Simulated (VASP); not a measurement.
# SrCl2 (R-3m) in VASP: notebook, part 2 of 2

VASP 6.6.1. The steps go on from the part before.

## (4) Single point, LDA

INCAR

```
SYSTEM = SrCl2
  PREC = Accurate
  ENCUT = 520
  EDIFF = 1E-7
  ISMEAR = 0
  SIGMA = 0.01
  LREAL = .False.
  LASPH = .True.
  NELM = 60
  ALGO = Normal
  ISIF = 2
  LWAVE = .False.
  LCHARG = .False.
  NBANDS = 19
```

KPOINTS

```
regular mesh
0
Gamma
  4 4 4
  0 0 0
```

POSCAR

```
SrCl2
1.0
    2.4567214732      1.4183888039      4.0153159702
   -2.4567214732      1.4183888039      4.0153159702
    0.0000000000     -2.8367776077      4.0153159702
Sr Cl
1 2
Direct
    0.0000000000      0.0000000000      0.0000000000
    0.2499511378      0.2499511378      0.2499511378
    0.7500488622      0.7500488622      0.7500488622
```

Potentials or basis: VASP PAW LDA potentials, release 64 (Sr_sv, Cl).

Started as:

```console
$ cat potpaw_LDA.64/Sr_sv/POTCAR potpaw_LDA.64/Cl/POTCAR > POTCAR
$ mpirun -np 1 vasp_std > vasp.out
```

OUTCAR:

```text
SYSTEM = SrCl2
   PREC = Accurate
   ENCUT = 520
   EDIFF = 1E-7
   ISMEAR = 0
   LREAL = .False.
   LASPH = .True.
   NELM = 60
   ISIF = 2

 ion  position               nearest neighbor table
   1  0.000  0.000  0.000-   3 3.01   2 3.01   3 3.01   3 3.01   2 3.01   2 3.01   3 3.01   2 3.01

   2  0.250  0.250  0.250-   1 3.01   1 3.01   1 3.01   1 3.01
   3  0.750  0.750  0.750-   1 3.01   1 3.01   1 3.01   1 3.01

  LATTYP: Found a trigonal (rhomboedric) cell.
 ALAT       =     4.9163064933
 COS(alpha) =     0.5005822894

  Lattice vectors:

 A1 = (   2.4567214732,   1.4183888039,   4.0153159702)
 A2 = (  -2.4567214732,   1.4183888039,   4.0153159702)
 A3 = (   0.0000000000,  -2.8367776077,   4.0153159702)

Analysis of symmetry for initial positions (statically):
=====================================================================
 Subroutine PRICEL returns:
 Original cell was already a primitive cell.

 Routine SETGRP: Setting up the symmetry group for a
 trigonal (rhombohedral) supercell.

 Subroutine GETGRP returns: Found 12 space group operations
 (whereof 12 operations were pure point group operations)
 out of a pool of 12 trial point group operations.

The static configuration has the point symmetry D_3d.

Analysis of symmetry for dynamics (positions and initial velocities):
=====================================================================
 Subroutine PRICEL returns:
 Original cell was already a primitive cell.

 Routine SETGRP: Setting up the symmetry group for a
 trigonal (rhombohedral) supercell.

 Subroutine GETGRP returns: Found 12 space group operations
 (whereof 12 operations were pure point group operations)
 out of a pool of 12 trial point group operations.

The dynamic configuration has the point symmetry D_3d.

 Subroutine INISYM returns: Found 12 space group operations
[... 102 lines left out ...]
   ISMEAR =     0;   SIGMA  =   0.01  broadening in eV -4-tet -1-fermi 0-gaus
   EFERMI_NEDOS =   21; number of points for ismear=-14 and -15
   IALGO  =     38    algorithm
   IMIX   =      4    mixing-type and parameters
     AMIX     =   0.40;   BMIX     =  1.00
     AMIX_MAG =   1.60;   BMIX_MAG =  1.00
  volume/ion in A,a.u.               =      27.98       188.84
  Fermi-wavevector in a.u.,A,eV,Ry     =   1.078461  2.037996 15.824644  1.163079
  Thomas-Fermi vector in A             =   2.214400
   LORBIT       =      0    0 simple, 1 ext, 2 COOP (PROOUT), +10 PAW based schemes
   GGA     = CA    functional components
   LHFCALC =     F    Hartree Fock is set to
   AEXX    =    0.0000 exact exchange contribution
   IVDW    =     0    specifies the selected vdW correction
   LEPSILON=     F    determine dielectric tensor
   LRPA    =     F    only Hartree local field effects (RPA)
 non-spin polarized calculation
 Gauss-broadening in eV      SIGMA  =   0.01
  energy-cutoff  :      520.00
  volume of cell :       83.95
 maximum number of plane-waves:      2276
 NGX is ok and might be reduce to    40
   NGX = 19   NGY = 19   NGZ = 19

 number of electron      24.0000001 magnetization

 Free energy of the ion-electron system (eV)
  ---------------------------------------------------
  ext. energy  EPLUGINS =         0.00000000
  ---------------------------------------------------
  free energy    TOTEN  =       -14.04034291 eV

  energy without entropy =      -14.04034291  energy(sigma->0) =      -14.04034291

 E-fermi :   0.1229     XC(G=0):  -8.8472

 val. band max:        0.0367132649   @ k =   0.5000   0.5000   0.0000
 cond. band min:       4.9643200923   @ k =   0.0000   0.0000   0.0000
 fundamental gap:      4.9276068274
 Fermi energy:         0.1228686396

 k-point     1 :       0.0000    0.0000    0.0000
  band No.  band energies     occupation
      1     -32.6239      2.00000
      2     -14.7303      2.00000
      3     -14.7303      2.00000
      4     -14.7303      2.00000
      5     -13.2352      2.00000
      6     -12.3283      2.00000
[... 263 lines left out ...]
      6     -12.3872      2.00000
[... 11 lines left out ...]
     18       8.5533      0.00000
     19       8.5533      0.00000

------------------------ aborting loop because EDIFF is reached ----------------------------------------

  FORCE on cell =-STRESS in cart. coord.  units (eV):
  Direction    XX          YY          ZZ          XY          YZ          ZX
  --------------------------------------------------------------------------------------
  -------------------------------------------------------------------------------------
  Total       -1.2381774     -1.2381774     -1.2470967      0.0000000     -0.0000000      0.0000000
  in kB      -23.6304098    -23.6304098    -23.8006332      0.0000000     -0.0000000      0.0000000
  external PRESSURE =     -23.6871510 kB  Pullay stress =       0.0000000 kB

 VOLUME and BASIS-vectors are now :
 -----------------------------------------------------------------------------
  energy-cutoff  :      520.00
  volume of cell :       83.95
      direct lattice vectors                 reciprocal lattice vectors
     2.456721473  1.418388804  4.015315970     0.203523275  0.117504218  0.083015468
    -2.456721473  1.418388804  4.015315970    -0.203523275  0.117504218  0.083015468
     0.000000000 -2.836777608  4.015315970     0.000000000 -0.235008435  0.083015468

 POSITION                                       TOTAL-FORCE (eV/Angst)
 -----------------------------------------------------------------------------------
      0.00000      0.00000      0.00000        -0.000000      0.000000     -0.000000
      0.00000      0.00000      3.01090         0.000000      0.000000      0.000103
      0.00000      0.00000      9.03505         0.000000     -0.000000     -0.000103
 -----------------------------------------------------------------------------------
    total drift:                               -0.000000      0.000000     -0.000000

  FREE ENERGIE OF THE ION-ELECTRON SYSTEM (eV)
  ---------------------------------------------------
  free  energy   TOTEN  =       -14.0403429146 eV

  energy  without entropy=      -14.0403429146  energy(sigma->0) =      -14.04034291
```

OSZICAR:

```text
N       E                     dE             d eps       ncg     rms          rms(c)
DAV:   1     0.137701225156E+03    0.13770E+03   -0.11431E+04   494   0.114E+03
DAV:   2    -0.575610341587E+01   -0.14346E+03   -0.14088E+03   662   0.223E+02
DAV:   3    -0.141177529204E+02   -0.83616E+01   -0.83395E+01   633   0.536E+01
DAV:   4    -0.143596792349E+02   -0.24193E+00   -0.24151E+00   798   0.780E+00
DAV:   5    -0.143623117421E+02   -0.26325E-02   -0.26320E-02   650   0.836E-01    0.141E+01
DAV:   6    -0.140733094459E+02    0.28900E+00   -0.53569E-01   551   0.400E+00    0.915E+00
DAV:   7    -0.140445867577E+02    0.28723E-01   -0.28617E-01   655   0.322E+00    0.167E+00
DAV:   8    -0.140397551948E+02    0.48316E-02   -0.50631E-02   553   0.117E+00    0.317E-01
DAV:   9    -0.140401028641E+02   -0.34767E-03   -0.14850E-03   600   0.236E-01    0.112E-01
DAV:  10    -0.140403044827E+02   -0.20162E-03   -0.13337E-04   580   0.675E-02    0.245E-02
DAV:  11    -0.140403398655E+02   -0.35383E-04   -0.22348E-05   616   0.291E-02    0.221E-02
DAV:  12    -0.140403423041E+02   -0.24386E-05   -0.46631E-06   644   0.106E-02    0.488E-03
DAV:  13    -0.140403429077E+02   -0.60360E-06   -0.65293E-07   599   0.424E-03    0.209E-03
DAV:  14    -0.140403429146E+02   -0.69413E-08   -0.41508E-08   489   0.121E-03
   1 F= -.14040343E+02 E0= -.14040343E+02  d E =-.153384E-35
```

Run time: 14 s. Hardware: 1 thread of Intel Xeon 6975P-C, shared host; peak memory 0.19 GiB.

Results:

```yaml
Free_energy: -14.0403 eV
Pressure: -2.4 GPa
Band_gap_on_the_k_mesh: 4.93 eV, indirect (least direct gap 5.14 eV)
```

A k mesh can miss the band edges. A hybrid or GW would open this gap; LDA tends to underestimate it.

## (5) Single point, PBE-based screened hybrid

POSCAR is that of step 4.

INCAR.step1

```
PREC = Accurate
ENCUT = 520
EDIFF = 1E-5
ISMEAR = 0
SIGMA = 0.01
LREAL = F
LASPH = T
NELM = 100
ALGO = Normal
ISIF = 2
LWAVE = T
LCHARG = F
NBANDS = 19
GGA = PE
```

INCAR.step2

```
PREC = Accurate
ENCUT = 520
EDIFF = 1E-6
ISMEAR = 0
SIGMA = 0.01
LREAL = F
LASPH = T
NELM = 100
ALGO = Normal
ISIF = 2
LWAVE = F
LCHARG = F
GGA = PE
LHFCALC = T
AEXX = 0.1
HFSCREEN = 0.5
PRECFOCK = Normal
NBANDS = 19
ISTART = 1
```

KPOINTS

```
Automatic mesh
0
Gamma
  4 4 4
```

Potentials or basis: VASP PAW PBE potentials, release 64 (Sr_sv, Cl).

Started as:

```console
$ cat potpaw_PBE.64/Sr_sv/POTCAR potpaw_PBE.64/Cl/POTCAR > POTCAR
$ cp INCAR.step1 INCAR
$ mpirun -np 1 vasp_std > vasp.out
$ cp INCAR.step2 INCAR
$ mpirun -np 1 vasp_std > vasp.out
```

It took 20 min on 1 thread of AMD EPYC 7R43 (Zen 3), shared host; peak memory 0.31 GiB.

The run converged. Its results:

```
Free energy            : -13.2624 eV
Pressure               : 1.3 GPa
Band gap on the k mesh : 5.65 eV, indirect (least direct gap 5.77 eV)
```

Levels at points of the mesh, in eV from the valence-band top:
```tsv
k point	band 9	band 10	band 11	band 12	band 13	band 14	band 15	band 16
(0.00, 0.00, 0.00)	-2.20	-0.35	-0.35	-0.35	5.65	6.39	6.39	9.32
(0.50, 0.00, 0.00)	-1.53	-1.36	-1.08	-1.08	7.03	7.04	7.89	8.14
(0.50, 0.50, 0.00)	-1.94	-0.42	-0.41	0.00	5.77	7.40	7.98	8.39
(0.50, 0.50, 0.50)	-1.53	-1.36	-1.08	-1.08	7.03	7.03	7.89	8.14
```

Caveat: the PAW data sets were made with another functional, which shifts forces and pressure a little. A k mesh can miss the band edges.

## (6) Overview

```tsv
level	potentials or basis	grid for exact exchange (PRECFOCK)	share of exact exchange	screening parameter	gap on the mesh (eV)	pressure (GPa)
PBE	VASP PAW PBE potentials, release 64 (Sr_sv, Cl)	-	-	-	5.38	1.5
LDA	VASP PAW LDA potentials, release 64 (Sr_sv, Cl)	-	-	-	4.93	-2.4
PBE-based screened hybrid	VASP PAW PBE potentials, release 64 (Sr_sv, Cl)	Normal	0.1	0.5 1/Å	5.65	1.3
```

Alike in all rows: task single point; no spin polarisation; cell as given; k mesh 4 × 4 × 4; cutoff (eV) 520; smearing gaussian 0.01 eV.

Caveats: the PAW data sets were made with another functional, which shifts forces and pressure a little (some runs).

Total energies depend on the potentials used, so only differences within one code and one set of settings carry meaning.
